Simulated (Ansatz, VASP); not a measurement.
One calculation of InP, two programs

INCAR

```
SYSTEM = InP
ALGO = Normal
EDIFF = 1E-7
EDIFFG = -0.04
ENCUT = 600
GGA = PE
IBRION = 2
ISIF = 3
ISMEAR = 0
LASPH = .True.
LCHARG = .False.
LREAL = .False.
LWAVE = .False.
NELM = 100
NSW = 90
PREC = Accurate
SIGMA = 0.1
```

The input KPOINTS:

```
k-points
0
Gamma
  6 6 6
  0 0 0
```

The input POSCAR:

```
InP
1.0
    3.2794246000      0.0000000000      0.0000000000
   -1.6397123000      2.8400650100      0.0000000000
    0.0000000000      0.0000000000      3.0876038900
In P
1 1
Direct
    0.0000000000      0.0000000000      0.0000000000
    0.0000000000      0.0000000000      0.5000000000
```

Input for Ansatz:

```yaml
crystal:
  lattice:
    - [3.2794246, 0.0, 0.0]
    - [-1.6397123, 2.84006501, 0.0]
    - [0.0, 0.0, 3.08760389]
  atoms:
    - { symbol: In, position: [0.0, 0.0, 0.0] }
    - { symbol: P, position: [0.0, 0.0, 0.5] }
basis:
  ecutwfc: 420
kpoints:
  mp_grid: { grid: [6, 6, 6] }
hamiltonian:
  xc: pbe
scf:
  occupations: { method: gaussian, width: 0.1 }
  lower_state_search: "off"
output:
  forces: true
  stress: true
  eigenvalues: true
relax:
  adjacent_minimum: "off"
  f_tol: 0.04
  max_steps: 70
  cell: { stress_tol: 0.4 }
```

Alike in both runs: task relaxation of cell and atoms; functional PBE; k mesh 6 × 6 × 6; occupations gaussian, width 0.1 eV; no spin polarisation.

|  | VASP | Ansatz |
| --- | --- | --- |
| version | VASP 6.6.1 | Ansatz 0.2.0 |
| potentials or method | VASP PAW PBE potentials, release 64 (In_d, P), cutoff 600 eV | scalar-relativistic, plane waves, PAW |
| valence electrons in the cell | 18 | 18 |

```tsv
	VASP	Ansatz	Ansatz less VASP
gap on the k mesh at the Fermi level, each at its own relaxed structure (eV)	none	none	-
relaxed volume (Å³/atom)	20.87	21.03	+0.162
relaxed length of the cell vector where the two differ most in proportion (Å)	5.334	5.367	+0.0338
```

A gap of «none» marks a metal or a gap that the smearing closes.

The k mesh is coarse, so the values compare programs but aren't converged. Noted on VASP's run: the volume moved by over 15 % at a fixed basis, so the end points are rough.
